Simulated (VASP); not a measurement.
# AlFe (Pm-3m) in VASP: single point with r2SCAN

Aim: the single point of AlFe with r2SCAN.

Everything below comes from runs of VASP 6.6.1. Logs are shortened: lines on timing, memory, paths and dates and some standing lists are left out, and cuts for length are marked.

## (1) The cell of the first run

It takes space group Pm-3m (No. 221, cubic). Conventional cell: a = 2.921 Å, b = 2.921 Å, c = 2.921 Å, α = 90.00°, β = 90.00°, γ = 90.00°. Within 3.3 Å of Al (site symmetry m-3m) lie 8 Fe at 2.53 Å and 6 Al at 2.92 Å. Fe (site symmetry m-3m) has 8 Al at 2.53 Å and 6 Fe at 2.92 Å within 3.3 Å.

## (2) Single point, r2SCAN, collinear spin, ferromagnetic start

POSCAR reads:

```
AlFe
1.0
    2.9207160650      0.0000000000      0.0000000000
    0.0000000000      2.9207160650      0.0000000000
    0.0000000000      0.0000000000      2.9207160650
Al Fe
1 1
Direct
    0.0000000000      0.0000000000      0.0000000000
    0.5000000000      0.5000000000      0.5000000000
```

INCAR.step1 reads:

```
ALGO     = Normal         # electronic algorithm
EDIFF    = 1E-4           # SCF threshold, eV
ENCUT    = 520            # plane-wave cutoff, eV
GGA      = PE             # functional
ISMEAR   = 1              # smearing method
ISPIN    = 2              # spin polarisation
LASPH    = True           # aspherical terms in the spheres
LCHARG   = False          # write CHGCAR
LMAXMIX  = 4              # l up to which the mixer works
LREAL    = False          # projectors in reciprocal space
LWAVE    = True           # write WAVECAR
MAGMOM   = 0 1            # initial moments
NBANDS   = 16             # bands
NELM     = 150            # most SCF steps
PREC     = Accurate       # precision mode
SIGMA    = 0.1            # smearing width, eV
```

INCAR.step2 reads:

```
ALGO     = Normal         # electronic algorithm
EDIFF    = 1E-6           # SCF threshold, eV
ENCUT    = 520            # plane-wave cutoff, eV
ISIF     = 2              # what is computed and relaxed
ISMEAR   = 1              # smearing method
ISPIN    = 2              # spin polarisation
ISTART   = 1            
LASPH    = True           # aspherical terms in the spheres
LCHARG   = True           # write CHGCAR
LELF     = True           # ELF
LMAXMIX  = 4              # l up to which the mixer works
LMIXTAU  = True         
LORBIT   = 11             # projections on sites
LREAL    = False          # projectors in reciprocal space
LVHAR    = True         
LWAVE    = False          # write WAVECAR
MAGMOM   = 0 1            # initial moments
METAGGA  = R2SCAN         # meta-GGA
NBANDS   = 16             # bands
NELM     = 150            # most SCF steps
PREC     = Accurate       # precision mode
SIGMA    = 0.1            # smearing width, eV
```

KPOINTS reads:

```
k-points
0
Gamma
  16 16 16
```

Potentials or basis: VASP PAW PBE potentials, release 64 (Al, Fe).

Launch:

```console
cat potpaw_PBE.64/Al/POTCAR potpaw_PBE.64/Fe/POTCAR > POTCAR
cp INCAR.step1 INCAR
mpirun -np 1 vasp_std > vasp.out
cp INCAR.step2 INCAR
mpirun -np 1 vasp_std > vasp.out
```

OUTCAR:

```text
EDIFF = 1E-6
   ENCUT = 520
   ISIF = 2
   ISMEAR = 1
   ISPIN = 2
   ISTART = 1
   LASPH = True
   LORBIT = 11
   LREAL = False
   METAGGA = R2SCAN
   NELM = 150
   PREC = Accurate

 ion  position               nearest neighbor table
   1  0.000  0.000  0.000-   2 2.53   2 2.53   2 2.53   2 2.53   2 2.53   2 2.53   2 2.53   2 2.53

   2  0.500  0.500  0.500-   1 2.53   1 2.53   1 2.53   1 2.53   1 2.53   1 2.53   1 2.53   1 2.53

  LATTYP: Found a simple cubic cell.
 ALAT       =     2.9207160650

  Lattice vectors:

 A1 = (   2.9207160650,   0.0000000000,   0.0000000000)
 A2 = (   0.0000000000,   2.9207160650,   0.0000000000)
 A3 = (   0.0000000000,   0.0000000000,   2.9207160650)

Analysis of symmetry for initial positions (statically):
=====================================================================
 Subroutine PRICEL returns:
 Original cell was already a primitive cell.

 Routine SETGRP: Setting up the symmetry group for a
 simple cubic supercell.

 Subroutine GETGRP returns: Found 48 space group operations
 (whereof 48 operations were pure point group operations)
 out of a pool of 48 trial point group operations.

The static configuration has the point symmetry O_h .

Analysis of symmetry for dynamics (positions and initial velocities):
=====================================================================
 Subroutine PRICEL returns:
 Original cell was already a primitive cell.

 Routine SETGRP: Setting up the symmetry group for a
 simple cubic supercell.

 Subroutine GETGRP returns: Found 48 space group operations
 (whereof 48 operations were pure point group operations)
 out of a pool of 48 trial point group operations.

The dynamic configuration has the point symmetry O_h .

Analysis of structural, dynamic, and magnetic symmetry:
=====================================================================
 Subroutine PRICEL returns:
 Original cell was already a primitive cell.

 Routine SETGRP: Setting up the symmetry group for a
 simple cubic supercell.

 Subroutine GETGRP returns: Found 48 space group operations
 (whereof 48 operations were pure point group operations)
 out of a pool of 48 trial point group operations.

The overall configuration has the point symmetry O_h .

 Subroutine INISYM returns: Found 48 space group operations
 (whereof 48 operations are pure point group operations),
 and found     1 'primitive' translations
[... 117 lines left out ...]
  Fermi-wavevector in a.u.,A,eV,Ry     =   1.246569  2.355674 21.142566  1.553935
  Thomas-Fermi vector in A             =   2.380741
   LORBIT       =     11    0 simple, 1 ext, 2 COOP (PROOUT), +10 PAW based schemes
   METAGGA = R2SCAN    functional components
   LHFCALC =     F    Hartree Fock is set to
   AEXX    =    0.0000 exact exchange contribution
   IVDW    =     0    specifies the selected vdW correction
   LEPSILON=     F    determine dielectric tensor
   LRPA    =     F    only Hartree local field effects (RPA)
 spin polarized calculation
 Methfessel and Paxton  Order N= 1 SIGMA  =   0.10
  energy-cutoff  :      520.00
  volume of cell :       24.92
 maximum number of plane-waves:       691
 NGX is ok and might be reduce to    24
   NGX = 11   NGY = 11   NGZ = 11

 number of electron      10.9999997 magnetization       0.8493356

 Free energy of the ion-electron system (eV)
  ---------------------------------------------------
  ext. energy  EPLUGINS =         0.00000000
  ---------------------------------------------------
  free energy    TOTEN  =       -21.29329438 eV

  energy without entropy =      -21.29354540  energy(sigma->0) =      -21.29337805

 E-fermi :   7.5823     XC(G=0): -12.8528

 val. band max:        7.5809968722   @ k =   0.1250   0.1250   0.1250
 cond. band min:       7.5838233447   @ k =   0.5000   0.4375   0.3750
 fundamental gap:      0.0028264725
 Fermi energy:         7.5823067846

 spin component 1

 k-point     1 :       0.0000    0.0000    0.0000
  band No.  band energies     occupation
      1      -3.2150      1.00000
      2       4.8935      1.00000
      3       4.8935      1.00000
      4       6.6087      1.00000
      5       6.6087      1.00000
      6       6.6087      1.00000
[... 435 lines left out ...]
      5       5.7732      1.00000
      6       6.5934      1.00000
[... 8 lines left out ...]
     15      27.0334      0.00000
     16      28.4279      0.00000

 [... further k-points ...]

 spin component 2

 k-point     1 :       0.0000    0.0000    0.0000
  band No.  band energies     occupation
      1      -3.3812      1.00000
      2       5.5167      1.00000
      3       5.5167      1.00000
      4       8.0731     -0.00000
      5       8.0731     -0.00000
      6       8.0731     -0.00000
[... 435 lines left out ...]
      5       7.0476      1.00000
      6       8.0523     -0.00000
[... 8 lines left out ...]
     15      27.2263      0.00000
     16      28.4388      0.00000

 [... further k-points ...]

------------------------ aborting loop because EDIFF is reached ----------------------------------------

  FORCE on cell =-STRESS in cart. coord.  units (eV):
  Direction    XX          YY          ZZ          XY          YZ          ZX
  --------------------------------------------------------------------------------------
  -------------------------------------------------------------------------------------
  Total       -1.8705207     -1.8705207     -1.8705207     -0.0000000      0.0000000     -0.0000000
  in kB     -120.2832276   -120.2832276   -120.2832276     -0.0000000      0.0000000     -0.0000000
  external PRESSURE =    -120.2832276 kB  Pullay stress =       0.0000000 kB

 VOLUME and BASIS-vectors are now :
 -----------------------------------------------------------------------------
  energy-cutoff  :      520.00
  volume of cell :       24.92
      direct lattice vectors                 reciprocal lattice vectors
     2.920716065  0.000000000  0.000000000     0.342381792  0.000000000  0.000000000
     0.000000000  2.920716065  0.000000000     0.000000000  0.342381792  0.000000000
     0.000000000  0.000000000  2.920716065     0.000000000  0.000000000  0.342381792

 POSITION                                       TOTAL-FORCE (eV/Angst)
 -----------------------------------------------------------------------------------
      0.00000      0.00000      0.00000         0.000000      0.000000      0.000000
      1.46036      1.46036      1.46036         0.000000      0.000000      0.000000
 -----------------------------------------------------------------------------------
    total drift:                                0.000000     -0.000000     -0.000000

  FREE ENERGIE OF THE ION-ELECTRON SYSTEM (eV)
  ---------------------------------------------------
  free  energy   TOTEN  =       -21.2932943782 eV

  energy  without entropy=      -21.2935454037  energy(sigma->0) =      -21.29337805

 total charge

# of ion       s       p       d       tot
------------------------------------------
    1        0.390   0.428   0.000   0.818
    2        0.421   0.493   6.416   7.330
--------------------------------------------------
tot          0.811   0.922   6.416   8.149

 magnetization (x)

# of ion       s       p       d       tot
------------------------------------------
    1       -0.015  -0.032   0.000  -0.047
    2        0.002   0.009   0.956   0.967
--------------------------------------------------
tot         -0.013  -0.023   0.956   0.920
```

OUTCAR.step1:

```text
EDIFF = 1E-4
   ENCUT = 520
   GGA = PE
   ISMEAR = 1
   ISPIN = 2
[... 1155 lines left out ...]
 -----------------------------------------------------------------------------------
      0.00000      0.00000      0.00000         0.000000      0.000000      0.000000
      1.46036      1.46036      1.46036         0.000000      0.000000      0.000000
 -----------------------------------------------------------------------------------
    total drift:                                0.000000     -0.000000     -0.000000

  FREE ENERGIE OF THE ION-ELECTRON SYSTEM (eV)
  ---------------------------------------------------
  free  energy   TOTEN  =       -12.6194668377 eV

  energy  without entropy=      -12.6190722398  energy(sigma->0) =      -12.61933531
```

OSZICAR.step1:

```text
N       E                     dE             d eps       ncg     rms          rms(c)
DAV:   1     0.287817898391E+02    0.28782E+02   -0.44824E+03 10744   0.690E+02
DAV:   2    -0.130887272503E+02   -0.41871E+02   -0.37354E+02 12288   0.137E+02
DAV:   3    -0.144939245775E+02   -0.14052E+01   -0.13893E+01 13064   0.267E+01
DAV:   4    -0.145137080130E+02   -0.19783E-01   -0.19777E-01 13040   0.283E+00
DAV:   5    -0.145143589429E+02   -0.65093E-03   -0.65092E-03 13808   0.569E-01    0.134E+01
DAV:   6    -0.167914823339E+02   -0.22771E+01   -0.51990E+01 12176   0.762E+01    0.196E+01
DAV:   7    -0.126607296579E+02    0.41308E+01   -0.32287E+01 12536   0.490E+01    0.276E+00
DAV:   8    -0.126364575163E+02    0.24272E-01   -0.12963E-01 13064   0.259E+00    0.155E+00
DAV:   9    -0.126211859503E+02    0.15272E-01   -0.34158E-02 14120   0.175E+00    0.799E-01
DAV:  10    -0.126195259853E+02    0.16600E-02   -0.15196E-03 13640   0.306E-01    0.219E-01
DAV:  11    -0.126194668377E+02    0.59148E-04   -0.30872E-04 11232   0.162E-01
   1 F= -.12619467E+02 E0= -.12619335E+02  d E =-.394598E-03  mag=     0.7129
```

Run time: 3.3 min. Hardware: 1 thread of Intel Xeon Platinum 8375C at 2.90GHz (Ice Lake), shared host; peak memory 0.23 GiB.

Results:

```yaml
Free_energy: -21.2933 eV
Pressure: -12.0 GPa
Net_moment: 0.85 μB per cell
Site_moments: Al -0.05; Fe +0.97 μB
Valence_electrons_inside_the_program's_atomic_spheres: Al 0.82; Fe 7.33
```

Caveat: the PAW data sets were made with another functional, which shifts forces and pressure a little.
